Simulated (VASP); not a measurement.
Here is a VASP 6.6.1 calculation.

The input INCAR:

```
SYSTEM = CsPbCl3
PREC = Accurate
ENCUT = 600
EDIFF = 1E-6
ISMEAR = -1
SIGMA = 0.02
LREAL = .False.
LASPH = .True.
NELM = 60
ALGO = Normal
ISIF = 3
LWAVE = .False.
LCHARG = .False.
GGA = PE
IBRION = 2
NSW = 80
EDIFFG = -0.005
```

File KPOINTS:

```
Automatic mesh
0
Gamma
  6 6 6
  0 0 0
```

POSCAR

```
CsPbCl3
1.0
    4.9929217400      0.0000000000      0.0000000000
    0.0000000000      4.9929217400      0.0000000000
    0.0000000000      0.0000000000      4.9929217400
Cs Pb Cl
1 1 3
Direct
    0.0000000000      0.0000000000      0.0000000000
    0.5000000000      0.5000000000      0.5000000000
    0.5000000000      0.5000000000      0.0000000000
    0.5000000000      0.0000000000      0.5000000000
    0.0000000000      0.5000000000      0.5000000000
```

Potentials or basis: VASP PAW PBE potentials, release 64 (Cs_sv, Pb_d, Cl).

The run is started by

```sh
$ cat potpaw_PBE.64/Cs_sv/POTCAR potpaw_PBE.64/Pb_d/POTCAR potpaw_PBE.64/Cl/POTCAR > POTCAR
$ mpirun -np 1 vasp_std > vasp.out
```

Problem. Estimate the relaxed cell.

Solution. a = 5.731 Å, b = 5.731 Å, c = 5.731 Å, α = 90.00°, β = 90.00°, γ = 90.00°.

Problem. Predict the space group after relaxing (to 0.05 Å).

Solution. Pm-3m (No. 221).

Problem. Predict the band gap on the k mesh.

Solution. 2.21 eV, direct.

Problem. Predict the relaxed volume.

Solution. 37.64 Å³/atom.

Step by step:
```csv
step,energy change (eV),largest force (eV/Å),pressure (GPa),volume (Å³)
1,0.0000,0.0000,23.51,124.47
2,-3.1372,0.0000,-1.36,202.57
3,-3.1988,0.0000,0.38,185.13
4,-3.2023,0.0000,-0.04,188.58
5,-3.2019,0.0000,0.13,187.12
6,-3.2019,0.0000,0.14,187.13
7,-3.2019,0.0000,0.13,187.15
8,-3.2019,0.0000,0.13,187.15
9,-3.2019,0.0000,0.13,187.15
10,-3.2019,0.0000,0.13,187.15
11,-3.2019,0.0000,0.13,187.15
12,-3.2020,0.0000,0.13,187.15
13,-3.2020,0.0000,0.13,187.15
14,-3.2020,0.0000,0.14,187.16
15,-3.2020,0.0000,0.13,187.18
16,-3.2020,0.0000,0.12,187.21
17,-3.2020,0.0000,0.11,187.28
18,-3.2021,0.0000,0.10,187.41
19,-3.2023,0.0000,0.07,187.68
20,-3.2024,0.0000,0.00,188.22
```

Caveat: the volume moved by over 15 % at a fixed basis, so the end points are rough; spin-orbit coupling is left out, which moves the levels of the heavy elements. As with any semilocal functional, this PBE gap is likely too small.
